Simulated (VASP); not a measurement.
# KBr (I4/mmm) in VASP: notebook

KBr is run at these levels: PBEsol; tasks: single point.

All numbers are computed with VASP 6.6.1; they aren't measurements. Logs are shortened: lines on timing, memory, paths and dates and some standing lists are left out, and cuts for length are marked.

## Step 1: The cell of the first run

It takes space group I4/mmm (No. 139, tetragonal). The conventional cell has a = 4.654 Å, b = 4.654 Å, c = 6.534 Å, α = 90.00°, β = 90.00°, γ = 90.00°. Within 4.3 Å of K (site symmetry 4/mmm) lie 6 Br at 3.27 to 3.29 Å. Br (site symmetry 4/mmm) has 6 K at 3.27 to 3.29 Å within 4.3 Å.

## Step 2: Single point, PBEsol (in-plane strain +0.005, then relaxed in part)

Contents of INCAR:

```
SYSTEM = KBr
ALGO = Normal
EDIFF = 1E-6
ENCUT = 520
GGA = PS
ISIF = 2
ISMEAR = 0
LASPH = .True.
LCHARG = .True.
LELF = .True.
LREAL = .False.
LVHAR = .True.
LWAVE = .False.
NBANDS = 15
NELM = 60
PREC = Accurate
SIGMA = 0.01
```

Contents of KPOINTS:

```
k-points
0
Gamma
  6 6 6
  0 0 0
```

Contents of POSCAR:

```
KBr
1.0
    3.2909007614      3.2909007614      0.0000000000
   -3.2909007614      3.2909007614      0.0000000000
    0.0000000000      3.2909007614      3.2671076206
K Br
1 1
Direct
    0.0000000000      0.0000000000      0.0000000000
    0.5000000000      0.5000000000      0.0000000000
```

Potentials or basis: VASP PAW PBE potentials, release 64 (K_sv, Br).

Started as:

```bash
> cat potpaw_PBE.64/K_sv/POTCAR potpaw_PBE.64/Br/POTCAR > POTCAR
> mpirun -np 1 vasp_std > vasp.out
```

OUTCAR:

```text
SYSTEM = KBr
   EDIFF = 1E-6
   ENCUT = 520
   GGA = PS
   ISIF = 2
   ISMEAR = 0
   LASPH = .True.
   LREAL = .False.
   NELM = 60
   PREC = Accurate

 ion  position               nearest neighbor table
   1  0.000  0.000  0.000-   2 3.27   2 3.27   2 3.29   2 3.29   2 3.29   2 3.29
   2  0.500  0.500  0.000-   1 3.27   1 3.27   1 3.29   1 3.29   1 3.29   1 3.29

  LATTYP: Found a body centered tetragonal cell.
 ALAT       =     4.6540364892
 C/A-ratio  =     1.4039888291

  Lattice vectors:

 A1 = (   3.2909007614,   0.0000000000,  -3.2671076206)
 A2 = (  -3.2909007614,   0.0000000000,  -3.2671076206)
 A3 = (   0.0000000000,   3.2909007614,   3.2671076206)

Analysis of symmetry for initial positions (statically):
=====================================================================
 Subroutine PRICEL returns:
 Original cell was already a primitive cell.

 Routine SETGRP: Setting up the symmetry group for a
 body centered tetragonal supercell.

 Subroutine GETGRP returns: Found 16 space group operations
 (whereof 16 operations were pure point group operations)
 out of a pool of 16 trial point group operations.

The static configuration has the point symmetry D_4h.

Analysis of symmetry for dynamics (positions and initial velocities):
=====================================================================
 Subroutine PRICEL returns:
 Original cell was already a primitive cell.

 Routine SETGRP: Setting up the symmetry group for a
 body centered tetragonal supercell.

 Subroutine GETGRP returns: Found 16 space group operations
 (whereof 16 operations were pure point group operations)
 out of a pool of 16 trial point group operations.

The dynamic configuration has the point symmetry D_4h.

 Subroutine INISYM returns: Found 16 space group operations
 (whereof 16 operations are pure point group operations),
 and found     1 'primitive' translations

----------------------------------------------------------------------------------------

                                     Primitive cell

  volume of cell :      70.7657

  direct lattice vectors                    reciprocal lattice vectors
     3.290900761  3.290900761  0.000000000     0.151934086  0.151934086 -0.153040566
    -3.290900761  3.290900761  0.000000000    -0.151934086  0.151934086 -0.153040566
     0.000000000  3.290900761  3.267107621     0.000000000  0.000000000  0.306081132

  length of vectors
     4.654036489  4.654036489  4.637242718     0.263797930  0.263797930  0.306081132

  position of ions in fractional coordinates (direct lattice)
     0.000000000  0.000000000  0.000000000
     0.500000000  0.500000000  0.000000000

  ion indices of the primitive-cell ions
   primitive index   ion index
                 1           1
                 2           2

----------------------------------------------------------------------------------------

 KPOINTS: k-points

Automatic generation of k-mesh.
 Grid dimensions read from file:
 generate k-points for:    6    6    6

 Generating k-lattice:

  Cartesian coordinates                     Fractional coordinates (reciprocal lattice)
     0.025322348  0.025322348 -0.025506761     0.166666667  0.000000000  0.000000000
    -0.025322348  0.025322348 -0.025506761     0.000000000  0.166666667  0.000000000
     0.000000000  0.000000000  0.051013522     0.000000000  0.000000000  0.166666667

  Length of vectors
     0.043966322  0.043966322  0.051013522

  Shift w.r.t. Gamma in fractional coordinates (k-lattice)
     0.000000000  0.000000000  0.000000000

 Subroutine IBZKPT returns following result:
 ===========================================

 Found     30 irreducible k-points:

 Following reciprocal coordinates:
            Coordinates               Weight
  0.000000  0.000000  0.000000      1.000000
  0.166667  0.000000  0.000000      8.000000
  0.333333  0.000000  0.000000      8.000000
  0.500000  0.000000  0.000000      4.000000
  0.166667  0.166667  0.000000      8.000000
  0.333333  0.166667  0.000000     16.000000
[... 16 lines left out ...]
 -0.333333 -0.333333  0.166667      4.000000
 -0.166667 -0.333333  0.166667     16.000000
 [... further k-points ...]
   k-points           NKPTS =     30   k-points in BZ     NKDIM =     30   number of bands    NBANDS=     15
   number of dos      NEDOS =    301   number of ions     NIONS =      2
   total plane-waves  NPLWV =  46656
   dimension x,y,z NGX =    36 NGY =   36 NGZ =   36
   dimension x,y,z NGXF=    72 NGYF=   72 NGZF=   72
   ions per type =               1   1
   NGX,Y,Z   is equivalent  to a cutoff of  12.86, 12.86, 12.91 a.u.
   NGXF,Y,Z  is equivalent  to a cutoff of  25.72, 25.72, 25.81 a.u.
 SYSTEM =  KBr
   PREC   = accura    normal or accurate (medium, high low for compatibility)
   ISTART =      0    job   : 0-new  1-cont  2-samecut
   ICHARG =      2    charge: 1-file 2-atom 10-const
   ISPIN  =      1    spin polarized calculation?
   LNONCOLLINEAR =      F non collinear calculations
   LSORBIT =      F    spin-orbit coupling
   LASPH  =      T    aspherical Exc in radial PAW
   ENCUT  =  520.0 eV  38.22 Ry    6.18 a.u.   8.65  8.65  8.62*2*pi/ulx,y,z
   NELM   =     60;   NELMIN=  2; NELMDL= -5     # of ELM steps
   EDIFF  = 0.1E-05   stopping-criterion for ELM
   LREAL  =      F    real-space projection
   EDIFFG = 0.1E-04   stopping-criterion for IOM
   NSW    =      0    number of steps for IOM
   IBRION =     -1    ionic relax: 0-MD 1-quasi-New 2-CG
   NFREE  =      0    steps in history (QN), initial steepest desc. (CG)
   ISIF   =      2    stress and relaxation
   ISYM   =      2    0-nonsym 1-usesym 2-fastsym
   POTIM  = 0.5000    time-step for ionic-motion
   TEBEG  =    0.0;   TEEND  =   0.0 temperature during run
   PSTRESS=    0.0 pullay stress
   NELECT =      16.0000    total number of electrons
   NUPDOWN=      -1.0000    fix difference up-down
   EMIN   =  10.00;   EMAX   =-10.00  energy-range for DOS
   EFERMI =   0.00;   METHOD = LEGACY
   ISMEAR =     0;   SIGMA  =   0.01  broadening in eV -4-tet -1-fermi 0-gaus
   EFERMI_NEDOS =   21; number of points for ismear=-14 and -15
   IALGO  =     38    algorithm
   IMIX   =      4    mixing-type and parameters
     AMIX     =   0.40;   BMIX     =  1.00
     AMIX_MAG =   1.60;   BMIX_MAG =  1.00
  volume/ion in A,a.u.               =      35.38       238.78
  Fermi-wavevector in a.u.,A,eV,Ry     =   0.997334  1.884687 13.533368  0.994674
  Thomas-Fermi vector in A             =   2.129483
   LORBIT       =      0    0 simple, 1 ext, 2 COOP (PROOUT), +10 PAW based schemes
   GGA     = PS    functional components
   LHFCALC =     F    Hartree Fock is set to
   AEXX    =    0.0000 exact exchange contribution
   IVDW    =     0    specifies the selected vdW correction
   LEPSILON=     F    determine dielectric tensor
   LRPA    =     F    only Hartree local field effects (RPA)
 non-spin polarized calculation
 Gauss-broadening in eV      SIGMA  =   0.01
  energy-cutoff  :      520.00
  volume of cell :       70.77
 maximum number of plane-waves:      1924
 NGX is ok and might be reduce to    36
   NGX = 17   NGY = 17   NGZ = 17

 number of electron      15.9999999 magnetization

 Free energy of the ion-electron system (eV)
  ---------------------------------------------------
  ext. energy  EPLUGINS =         0.00000000
  ---------------------------------------------------
  free energy    TOTEN  =        -6.45965802 eV

  energy without entropy =       -6.45965802  energy(sigma->0) =       -6.45965802

 E-fermi :  -1.6513     XC(G=0):  -7.6108

 val. band max:       -1.7624294150   @ k =   0.0000   0.0000   0.0000
 cond. band min:       2.5515981624   @ k =   0.0000   0.0000   0.0000
 fundamental gap:      4.3140275775
 Fermi energy:        -1.6512859388

 k-point     1 :       0.0000    0.0000    0.0000
  band No.  band energies     occupation
      1     -29.3444      2.00000
      2     -14.0911      2.00000
      3     -12.8890      2.00000
      4     -12.8883      2.00000
      5     -12.8883      2.00000
      6      -1.7664      2.00000
      7      -1.7664      2.00000
      8      -1.7624      2.00000
      9       2.5516      0.00000
     10       5.7486      0.00000
     11       5.7486      0.00000
     12       5.7955      0.00000
     13       6.5963      0.00000
     14       6.6300      0.00000
     15       9.6630      0.00000

 k-point     2 :       0.1667    0.0000    0.0000
  band No.  band energies     occupation
      1     -29.3428      2.00000
      2     -14.1379      2.00000
      3     -12.8901      2.00000
      4     -12.8901      2.00000
      5     -12.8234      2.00000
      6      -2.1538      2.00000
      7      -1.8605      2.00000
      8      -1.8583      2.00000
      9       3.2268      0.00000
     10       5.6090      0.00000
     11       6.0825      0.00000
     12       6.1109      0.00000
     13       6.9642      0.00000
     14       7.0015      0.00000
     15      10.6166      0.00000

 k-point     3 :       0.3333    0.0000    0.0000
  band No.  band energies     occupation
      1     -29.3396      2.00000
      2     -14.2200      2.00000
      3     -12.8935      2.00000
      4     -12.8926      2.00000
      5     -12.7036      2.00000
      6      -2.7552      2.00000
      7      -2.0366      2.00000
      8      -2.0352      2.00000
      9       4.3311      0.00000
     10       5.8805      0.00000
     11       6.9738      0.00000
     12       6.9970      0.00000
     13       7.8876      0.00000
     14       7.9328      0.00000
     15       9.7674      0.00000
[... 343 lines left out ...]
 k-point    23 :      -0.3333   -0.3333    0.1667
  band No.  band energies     occupation
      1     -29.3361      2.00000
      2     -14.0557      2.00000
      3     -12.9740      2.00000
      4     -12.9447      2.00000
      5     -12.8307      2.00000
      6      -2.5091      2.00000
      7      -2.2601      2.00000
      8      -2.2303      2.00000
      9       4.7116      0.00000
     10       6.1248      0.00000
     11       6.4334      0.00000
     12       7.4649      0.00000
     13       8.2121      0.00000
     14       9.0973      0.00000
     15       9.5666      0.00000

 k-point    24 :      -0.1667   -0.3333    0.1667
  band No.  band energies     occupation
      1     -29.3366      2.00000
      2     -14.1270      2.00000
      3     -12.9433      2.00000
      4     -12.9286      2.00000
      5     -12.7716      2.00000
      6      -2.6324      2.00000
      7      -2.3191      2.00000
      8      -2.1805      2.00000
      9       5.3335      0.00000
     10       5.7245      0.00000
     11       6.7706      0.00000
     12       7.3796      0.00000
     13       8.5921      0.00000
     14       8.8545      0.00000
     15       9.2973      0.00000

 [... further k-points ...]
[... 5 lines left out ...]
  --------------------------------------------------------------------------------------
  -------------------------------------------------------------------------------------
  Total       -0.0569950     -0.0569950      0.0448054      0.0000000     -0.0000000      0.0000000
  in kB       -1.2904001     -1.2904001      1.0144195      0.0000000     -0.0000000      0.0000000
  external PRESSURE =      -0.5221269 kB  Pullay stress =       0.0000000 kB

 VOLUME and BASIS-vectors are now :
 -----------------------------------------------------------------------------
  energy-cutoff  :      520.00
  volume of cell :       70.77
      direct lattice vectors                 reciprocal lattice vectors
     3.290900761  3.290900761  0.000000000     0.151934086  0.151934086 -0.153040566
    -3.290900761  3.290900761  0.000000000    -0.151934086  0.151934086 -0.153040566
     0.000000000  3.290900761  3.267107621     0.000000000  0.000000000  0.306081132

 POSITION                                       TOTAL-FORCE (eV/Angst)
 -----------------------------------------------------------------------------------
      0.00000      0.00000      0.00000         0.000000      0.000000      0.000000
      0.00000      3.29090      0.00000         0.000000     -0.000000      0.000000
 -----------------------------------------------------------------------------------
    total drift:                               -0.000000      0.000000     -0.000000

  FREE ENERGIE OF THE ION-ELECTRON SYSTEM (eV)
  ---------------------------------------------------
  free  energy   TOTEN  =        -6.4596580213 eV

  energy  without entropy=       -6.4596580213  energy(sigma->0) =       -6.45965802
```

It took 21 s on 1 thread of AMD EPYC 9R45 (Zen 5), shared host; peak memory 0.18 GiB.

Results:

```yaml
Free_energy: -6.4597 eV
Pressure: -0.1 GPa
Band_gap_on_the_k_mesh: 4.31 eV, direct
```

Stress tensor (GPa, compression positive):
```
-0.13  0.00  0.00
 0.00 -0.13  0.00
 0.00  0.00  0.10
```

Levels at points of the mesh, in eV from the valence-band top:
```
           k point  band 6  band 7  band 8  band 9  band 10  band 11
(0.00, 0.00, 0.00)    0.00    0.00    0.00    4.31     7.51     7.51
(0.50, 0.00, 0.00)   -1.24   -0.36   -0.36    6.47     8.18     9.76
(0.50, 0.50, 0.00)   -0.86   -0.30   -0.29    5.73     7.14     9.35
(0.00, 0.00, 0.50)   -0.84   -0.31   -0.31    5.72     7.15     9.36
```

Caveat: the cell differs from its parent crystal (in-plane strain +0.005, then relaxed in part); the PAW data sets were made with another functional, which shifts forces and pressure a little.

## Step 3: Single point, PBEsol (in-plane strain +0.005)

Contents of INCAR:

```
PREC = Accurate
ENCUT = 520
EDIFF = 1E-6
ISMEAR = 0
SIGMA = 0.01
LREAL = False
LASPH = True
NELM = 60
ALGO = Normal
ISIF = 2
LWAVE = False
LCHARG = False
GGA = PS
NBANDS = 15
```

Contents of KPOINTS:

```
regular mesh
0
Gamma
  6 6 6
```

Edit POSCAR of step 2 so:

```diff
@@ -4,3 +4,3 @@
    -3.2909007614      3.2909007614      0.0000000000
-    0.0000000000      3.2909007614      3.2671076206
+    0.0000000000      3.2909007614      3.2647045365
 K Br
```

Potentials or basis: VASP PAW PBE potentials, release 64 (K_sv, Br).

Started as:

```bash
> cat potpaw_PBE.64/K_sv/POTCAR potpaw_PBE.64/Br/POTCAR > POTCAR
> mpirun -np 1 vasp_std > vasp.out
```

Run time: 21 s. Hardware: 1 thread of AMD EPYC 9R45 (Zen 5), shared host; peak memory 0.18 GiB.

It converged, with:

- Free energy: -6.4596 eV
- Pressure: 0.0 GPa
- Band gap on the k mesh: 4.32 eV, direct

Stress tensor (GPa, compression positive):
```
-0.13  0.00  0.00
 0.00 -0.13  0.00
 0.00  0.00  0.13
```

Levels at points of the mesh, in eV from the valence-band top:
| k point | band 6 | band 7 | band 8 | band 9 | band 10 | band 11 |
| --- | --- | --- | --- | --- | --- | --- |
| (0.00, 0.00, 0.00) | 0.00 | 0.00 | 0.00 | 4.32 | 7.51 | 7.51 |
| (0.50, 0.00, 0.00) | -1.24 | -0.36 | -0.36 | 6.47 | 8.18 | 9.76 |
| (0.50, 0.50, 0.00) | -0.86 | -0.30 | -0.29 | 5.72 | 7.14 | 9.35 |
| (0.00, 0.00, 0.50) | -0.84 | -0.31 | -0.31 | 5.71 | 7.15 | 9.37 |

Caveat: the cell differs from its parent crystal (in-plane strain +0.005); the PAW data sets were made with another functional, which shifts forces and pressure a little.
